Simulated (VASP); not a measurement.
# SnO2 (rutile type) (P4_2/mnm) in VASP: a series of runs

Runs on SnO2 (rutile type). Level: PBE. Tasks: single point, relaxation of shape and atoms at fixed volume.

Everything below comes from runs of VASP 6.6.1. Logs are shortened: lines on timing, memory, paths and dates and some standing lists are left out, and cuts for length are marked.

### 1 The cell of the first run

The structure is tetragonal, space group P4_2/mnm (No. 136). The conventional cell has a = 4.211 Å, b = 4.211 Å, c = 3.064 Å, α = 90.00°, β = 90.00°, γ = 90.00°. Sn (site symmetry mmm) has 6 O at 1.83 to 1.91 Å within 2.4 Å. Within 2.4 Å of O (site symmetry m2m) lie 3 Sn at 1.83 to 1.91 Å and 1 O at 2.29 Å.

### 2 Single point, PBE (volume scaled by 0.72)

INCAR

```
SYSTEM = SnO2
PREC = Accurate
ENCUT = 520
EDIFF = 1E-7
ISMEAR = -1
SIGMA = 0.05
LREAL = .FALSE.
LASPH = .TRUE.
NELM = 60
ALGO = Normal
ISIF = 2
LWAVE = .FALSE.
LCHARG = .FALSE.
GGA = PE
NBANDS = 35
```

KPOINTS

```
Automatic mesh
0
G
  8 8 11
  0 0 0
```

POSCAR

```
SnO2
1.0
    4.2105044037      0.0000000000      0.0000000000
    0.0000000000      4.2105044037      0.0000000000
    0.0000000000      0.0000000000      3.0643472994
Sn O
2 4
Direct
    0.0000000000      0.0000000000      0.0000000000
    0.5000000000      0.5000000000      0.5000000000
    0.3077192100      0.3077192100      0.0000000000
    0.6922807900      0.6922807900      0.0000000000
    0.8077192100      0.1922807900      0.5000000000
    0.1922807900      0.8077192100      0.5000000000
```

Potentials or basis: VASP PAW PBE potentials, release 64 (Sn_d, O).

Started as:

```console
$ cat potpaw_PBE.64/Sn_d/POTCAR potpaw_PBE.64/O/POTCAR > POTCAR
$ mpirun -np 1 vasp_std > vasp.out
```

OUTCAR:

```text
SYSTEM = SnO2
   PREC = Accurate
   ENCUT = 520
   EDIFF = 1E-7
   ISMEAR = -1
   LREAL = .FALSE.
   LASPH = .TRUE.
   NELM = 60
   ISIF = 2
   GGA = PE

 ion  position               nearest neighbor table
   1  0.000  0.000  0.000-   3 1.83   4 1.83   5 1.91   6 1.91   5 1.91   6 1.91   2 3.35   2 3.35
                             2 3.35   2 3.35   2 3.35   2 3.35   2 3.35   2 3.35
   2  0.500  0.500  0.500-   5 1.83   6 1.83   3 1.91   4 1.91   3 1.91   4 1.91   1 3.35   1 3.35
                             1 3.35   1 3.35   1 3.35   1 3.35   1 3.35   1 3.35
   3  0.308  0.308  0.000-   1 1.83   2 1.91   2 1.91
   4  0.692  0.692  0.000-   1 1.83   2 1.91   2 1.91
   5  0.808  0.192  0.500-   2 1.83   1 1.91   1 1.91
   6  0.192  0.808  0.500-   2 1.83   1 1.91   1 1.91

  LATTYP: Found a simple tetragonal cell.
 ALAT       =     4.2105044037
 C/A-ratio  =     0.7277862711

  Lattice vectors:

 A1 = (   4.2105044037,   0.0000000000,   0.0000000000)
 A2 = (   0.0000000000,   4.2105044037,   0.0000000000)
 A3 = (   0.0000000000,   0.0000000000,   3.0643472994)

Analysis of symmetry for initial positions (statically):
=====================================================================
 Subroutine PRICEL returns:
 Original cell was already a primitive cell.

 Routine SETGRP: Setting up the symmetry group for a
 simple tetragonal supercell.

 Subroutine GETGRP returns: Found 16 space group operations
 (whereof  8 operations were pure point group operations)
 out of a pool of 16 trial point group operations.

The static configuration has the point symmetry D_2h.
 The point group associated with its full space group is D_4h.

Analysis of symmetry for dynamics (positions and initial velocities):
=====================================================================
 Subroutine PRICEL returns:
 Original cell was already a primitive cell.

 Routine SETGRP: Setting up the symmetry group for a
 simple tetragonal supercell.

 Subroutine GETGRP returns: Found 16 space group operations
 (whereof  8 operations were pure point group operations)
 out of a pool of 16 trial point group operations.

The dynamic configuration has the point symmetry D_2h.
 The point group associated with its full space group is D_4h.

 Subroutine INISYM returns: Found 16 space group operations
 (whereof  8 operations are pure point group operations),
 and found     1 'primitive' translations

----------------------------------------------------------------------------------------

                                     Primitive cell
[... 103 lines left out ...]
   IBRION =     -1    ionic relax: 0-MD 1-quasi-New 2-CG
   NFREE  =      0    steps in history (QN), initial steepest desc. (CG)
   ISIF   =      2    stress and relaxation
   ISYM   =      2    0-nonsym 1-usesym 2-fastsym
   POTIM  = 0.5000    time-step for ionic-motion
   TEBEG  =    0.0;   TEEND  =   0.0 temperature during run
   PSTRESS=    0.0 pullay stress
   NELECT =      52.0000    total number of electrons
   NUPDOWN=      -1.0000    fix difference up-down
   EMIN   =  10.00;   EMAX   =-10.00  energy-range for DOS
   EFERMI =   0.00;   METHOD = LEGACY
   ISMEAR =    -1;   SIGMA  =   0.05  broadening in eV -4-tet -1-fermi 0-gaus
   EFERMI_NEDOS =   21; number of points for ismear=-14 and -15
   IALGO  =     38    algorithm
   IMIX   =      4    mixing-type and parameters
     AMIX     =   0.40;   BMIX     =  1.00
     AMIX_MAG =   1.60;   BMIX_MAG =  1.00
  volume/ion in A,a.u.               =       9.05        61.10
  Fermi-wavevector in a.u.,A,eV,Ry     =   1.613394  3.048873 35.416528  2.603041
  Thomas-Fermi vector in A             =   2.708471
   LORBIT       =      0    0 simple, 1 ext, 2 COOP (PROOUT), +10 PAW based schemes
   GGA     = PE    functional components
   LHFCALC =     F    Hartree Fock is set to
   AEXX    =    0.0000 exact exchange contribution
   IVDW    =     0    specifies the selected vdW correction
   LEPSILON=     F    determine dielectric tensor
   LRPA    =     F    only Hartree local field effects (RPA)
 non-spin polarized calculation
  energy-cutoff  :      520.00
  volume of cell :       54.33
 maximum number of plane-waves:      1482
 NGX is ok and might be reduce to    32

 number of electron      52.0000009 magnetization

 Free energy of the ion-electron system (eV)
  ---------------------------------------------------
  ext. energy  EPLUGINS =         0.00000000
  ---------------------------------------------------
  free energy    TOTEN  =       -31.19814608 eV

  energy without entropy =      -31.19814608  energy(sigma->0) =      -31.19814608

 E-fermi :  11.0442     XC(G=0): -12.8339

 val. band max:        9.9209276804   @ k =   0.5000   0.0000   0.4545
 cond. band min:      14.5272132705   @ k =   0.0000   0.0000   0.0000
 fundamental gap:      4.6062855901
 Fermi energy:        11.0441890532

 k-point     1 :       0.0000    0.0000    0.0000
  band No.  band energies     occupation
      1     -12.1573      2.00000
      2     -11.6446      2.00000
      3     -10.0307      2.00000
      4      -9.6941      2.00000
      5      -9.6608      2.00000
      6      -9.6608      2.00000
[... 901 lines left out ...]
     34      24.0807      0.00000
     35      25.4894      0.00000

 [... further k-points ...]

------------------------ aborting loop because EDIFF is reached ----------------------------------------

  FORCE on cell =-STRESS in cart. coord.  units (eV):
  Direction    XX          YY          ZZ          XY          YZ          ZX
  --------------------------------------------------------------------------------------
  -------------------------------------------------------------------------------------
  Total       41.8619741     41.8619741     42.2615510     -0.0000000      0.0000000      0.0000000
  in kB     1234.5936833   1234.5936833   1246.3780080     -0.0000000      0.0000000      0.0000000
  external PRESSURE =    1238.5217915 kB  Pullay stress =       0.0000000 kB

 VOLUME and BASIS-vectors are now :
 -----------------------------------------------------------------------------
  energy-cutoff  :      520.00
  volume of cell :       54.33
      direct lattice vectors                 reciprocal lattice vectors
     4.210504404  0.000000000  0.000000000     0.237501236  0.000000000  0.000000000
     0.000000000  4.210504404  0.000000000     0.000000000  0.237501236  0.000000000
     0.000000000  0.000000000  3.064347299     0.000000000  0.000000000  0.326333768

 POSITION                                       TOTAL-FORCE (eV/Angst)
 -----------------------------------------------------------------------------------
      0.00000      0.00000      0.00000         0.000000      0.000000      0.000000
      2.10525      2.10525      1.53217         0.000000      0.000000      0.000000
      1.29565      1.29565      0.00000        -0.045989     -0.045989      0.000000
      2.91485      2.91485      0.00000         0.045989      0.045989     -0.000000
      3.40091      0.80960      1.53217        -0.045989      0.045989      0.000000
      0.80960      3.40091      1.53217         0.045989     -0.045989      0.000000
 -----------------------------------------------------------------------------------
    total drift:                                0.000000     -0.000000     -0.000000

  FREE ENERGIE OF THE ION-ELECTRON SYSTEM (eV)
  ---------------------------------------------------
  free  energy   TOTEN  =       -31.1981460818 eV

  energy  without entropy=      -31.1981460818  energy(sigma->0) =      -31.19814608
```

Run time: 67 s. Hardware: 1 thread of Intel Xeon 6975P-C (Granite Rapids), shared host; peak memory 0.25 GiB.

What came out:

```
Free energy            : -31.1981 eV
Pressure               : 123.9 GPa
Largest force          : 0.065 eV/Å
Band gap on the k mesh : 4.61 eV, indirect (least direct gap 4.77 eV)
```

Forces in eV/Å, atoms in the order of the input:
```
Sn   0.000  0.000  0.000
Sn   0.000  0.000  0.000
O   -0.046 -0.046  0.000
O    0.046  0.046  0.000
O   -0.046  0.046  0.000
O    0.046 -0.046  0.000
```

Caveat: the cell differs from its parent crystal (volume scaled by 0.72); spin-orbit coupling is left out, which moves the levels of the heavy elements.

### 3 Single point, PBE

This run uses another cell than the first one, of 10.06 Å³/atom, 1.111 times its volume.

INCAR

```
SYSTEM = SnO2
  PREC = Accurate
  ENCUT = 520
  EDIFF = 1E-7
  ISMEAR = -1
  SIGMA = 0.05
  LREAL = .False.
  LASPH = .True.
  NELM = 60
  ALGO = Normal
  ISIF = 2
  LWAVE = .False.
  LCHARG = .False.
  GGA = PE
  NBANDS = 35
```

KPOINTS

```
Automatic mesh
0
Gamma
  8 8 11
  0 0 0
```

POSCAR

```
SnO2
1.0
    4.4069534788      0.0000000000      0.0000000000
    0.0000000000      4.4069534788      0.0000000000
    0.0000000000      0.0000000000      3.1080414003
Sn O
2 4
Direct
    0.0000000000      0.0000000000      0.0000000000
    0.5000000000      0.5000000000      0.5000000000
    0.3057592412      0.3057592412      0.0000000000
    0.6942407588      0.6942407588      0.0000000000
    0.8057592412      0.1942407588      0.5000000000
    0.1942407588      0.8057592412      0.5000000000
```

Potentials or basis: VASP PAW PBE potentials, release 64 (Sn_d, O).

Started as:

```console
$ cat potpaw_PBE.64/Sn_d/POTCAR potpaw_PBE.64/O/POTCAR > POTCAR
$ mpirun -np 1 vasp_std > vasp.out
```

It took 87 s on 1 thread of Intel Xeon 6975P-C (Granite Rapids), shared host; peak memory 0.26 GiB.

The run converged. Its results:

| Property | Result |
| --- | --- |
| Free energy | -34.7166 eV |
| Pressure | 66.8 GPa |
| Largest force | 0.027 eV/Å |
| Band gap on the k mesh | 3.31 eV, direct |

Forces on the atoms (eV/Å):
```
Sn   0.000  0.000  0.000
Sn   0.000  0.000  0.000
O   -0.019 -0.019  0.000
O    0.019  0.019  0.000
O   -0.019  0.019  0.000
O    0.019 -0.019  0.000
```

Stress tensor (GPa, compression positive):
```
66.64  0.00  0.00
 0.00 66.64  0.00
 0.00  0.00 67.22
```

Levels at points of the mesh, in eV from the valence-band top:
```
           k point  band 23  band 24  band 25  band 26  band 27  band 28  band 29  band 30
(0.00, 0.00, 0.00)    -1.16    -0.85    -0.85     0.00     3.31     6.94     6.94     7.27
(0.50, 0.00, 0.00)    -1.15    -1.15    -0.64    -0.64     6.40     6.40     7.81     7.81
(0.50, 0.50, 0.00)    -1.29    -1.29    -0.93    -0.93     6.79     6.79     8.68     8.68
```

Caveat: spin-orbit coupling is left out, which moves the levels of the heavy elements.

### 4 Single point, PBE

INCAR

```
ALGO = Normal
EDIFF = 1E-6
ENCUT = 520
GGA = PE
ISIF = 2
ISMEAR = -1
LASPH = True
LCHARG = True
LELF = True
LREAL = False
LVHAR = True
LWAVE = False
NBANDS = 35
NELM = 100
PREC = Accurate
SIGMA = 0.05
```

KPOINTS

```
k-points
0
Gamma
  8 8 11
```

POSCAR is that of step 3.

Started as:

```console
$ cat potpaw_PBE.64/Sn_d/POTCAR potpaw_PBE.64/O/POTCAR > POTCAR
$ mpirun -np 1 vasp_std > vasp.out
```

Wall time 72 s (1 thread of Intel Xeon 6975P-C (Granite Rapids), shared host); peak memory 0.27 GiB.

The run converged. Its results:

```
Free energy            : -34.7166 eV
Pressure               : 66.8 GPa
Largest force          : 0.027 eV/Å
Band gap on the k mesh : 3.31 eV, direct
```

Forces on the atoms (eV/Å):
```
Sn   0.000  0.000  0.000
Sn   0.000  0.000  0.000
O   -0.019 -0.019  0.000
O    0.019  0.019  0.000
O   -0.019  0.019  0.000
O    0.019 -0.019  0.000
```

Stress tensor (GPa, compression positive):
```
66.57  0.00  0.00
 0.00 66.57  0.00
 0.00  0.00 67.15
```

Levels at points of the mesh, in eV from the valence-band top:
| k point | band 22 | band 23 | band 24 | band 25 | band 26 | band 27 | band 28 | band 29 | band 30 | band 31 |
| --- | --- | --- | --- | --- | --- | --- | --- | --- | --- | --- |
| (0.00, 0.00, 0.00) | -1.16 | -1.16 | -0.85 | -0.85 | 0.00 | 3.31 | 6.94 | 6.94 | 7.27 | 11.57 |
| (0.50, 0.00, 0.00) | -2.08 | -1.15 | -1.15 | -0.64 | -0.64 | 6.40 | 6.40 | 7.81 | 7.81 | 13.26 |
| (0.50, 0.50, 0.00) | -2.37 | -1.29 | -1.29 | -0.93 | -0.93 | 6.79 | 6.79 | 8.68 | 8.68 | 12.70 |

Caveat: spin-orbit coupling is left out, which moves the levels of the heavy elements. A k mesh can miss the band edges.

### 5 Relaxation of shape and atoms at fixed volume, PBE

This run uses another cell than the first one, of the same volume but with other edges.

INCAR

```
SYSTEM = SnO2
ALGO = Normal
EDIFF = 1E-7
EDIFFG = -0.005
ENCUT = 600
GGA = PE
IBRION = 2
ISIF = 4
ISMEAR = -1
LASPH = .True.
LCHARG = .False.
LREAL = .False.
LWAVE = .False.
NELM = 100
NSW = 50
PREC = Accurate
SIGMA = 0.05
```

KPOINTS

```
k-points
0
Gamma
  8 8 11
  0 0 0
```

POSCAR

```
SnO2
1.0
    4.3263685702      0.0000000000      0.0000000000
    0.0000000000      4.3263685702      0.0000000000
    0.0000000000      0.0000000000      2.9024129741
Sn O
2 4
Direct
    0.0000000000      0.0000000000      0.0000000000
    0.5000000000      0.5000000000      0.5000000000
    0.3065726999      0.3065726999      0.0000000000
    0.6934273001      0.6934273001      0.0000000000
    0.8065726999      0.1934273001      0.5000000000
    0.1934273001      0.8065726999      0.5000000000
```

Started as:

```console
$ cat potpaw_PBE.64/Sn_d/POTCAR potpaw_PBE.64/O/POTCAR > POTCAR
$ mpirun -np 1 vasp_std > vasp.out
```

Run time: 5.6 min. Hardware: 1 thread of Intel Xeon 6975P-C (Granite Rapids), shared host; peak memory 0.28 GiB.

The run converged. Its results:

```
Free energy                  : -31.2169 eV
Energy gained by relaxing    : 54.8 meV/atom
Ionic steps                  : 8
Pressure after relaxing      : 123.3 GPa
Largest force after relaxing : 0.004 eV/Å
Band gap on the k mesh       : 4.59 eV, indirect (least direct gap 4.77 eV)
```

Forces on the atoms (eV/Å):
```
Sn   0.000  0.000  0.000
Sn   0.000  0.000  0.000
O    0.003  0.003  0.000
O   -0.003 -0.003  0.000
O    0.003 -0.003  0.000
O   -0.003  0.003  0.000
```

The path:
```csv
step,energy change (eV),largest force (eV/Å),pressure (GPa),volume (Å³)
1,0.0000,1.8274,130.16,54.33
2,0.9095,6.2460,130.17,54.33
3,-0.2396,0.5449,126.30,54.33
4,-0.3089,0.1946,124.86,54.33
5,-0.3277,0.1770,123.32,54.33
6,-0.3279,0.1373,123.49,54.33
7,-0.3239,0.3466,123.01,54.33
8,-0.3287,0.0037,123.33,54.33
```

Final structure:
```
Sn O
1.0
     4.20703    0.00000    0.00000
     0.00000    4.20703    0.00000
     0.00000    0.00000    3.06942
Sn O
2 4
Direct
  0.00000 0.00000 0.00000
  0.50000 0.50000 0.50000
  0.30771 0.30771 0.00000
  0.69229 0.69229 0.00000
  0.80771 0.19229 0.50000
  0.19229 0.80771 0.50000
```

Levels at points of the mesh, in eV from the valence-band top:
| k point | band 22 | band 23 | band 24 | band 25 | band 26 | band 27 | band 28 | band 29 | band 30 | band 31 |
| --- | --- | --- | --- | --- | --- | --- | --- | --- | --- | --- |
| (0.00, 0.00, 0.00) | -1.17 | -1.17 | -1.03 | -1.03 | -0.18 | 4.59 | 7.14 | 7.14 | 7.55 | 12.45 |
| (0.50, 0.00, 0.00) | -2.18 | -1.22 | -1.22 | -0.74 | -0.74 | 7.52 | 7.52 | 8.07 | 8.07 | 14.21 |
| (0.50, 0.50, 0.00) | -2.63 | -1.35 | -1.35 | -1.05 | -1.05 | 7.84 | 7.84 | 9.28 | 9.28 | 12.80 |

Caveat: spin-orbit coupling is left out, which moves the levels of the heavy elements. Expect the measured gap to be larger: semilocal functionals such as PBE lack the derivative discontinuity.

[end of part 1 of 2]
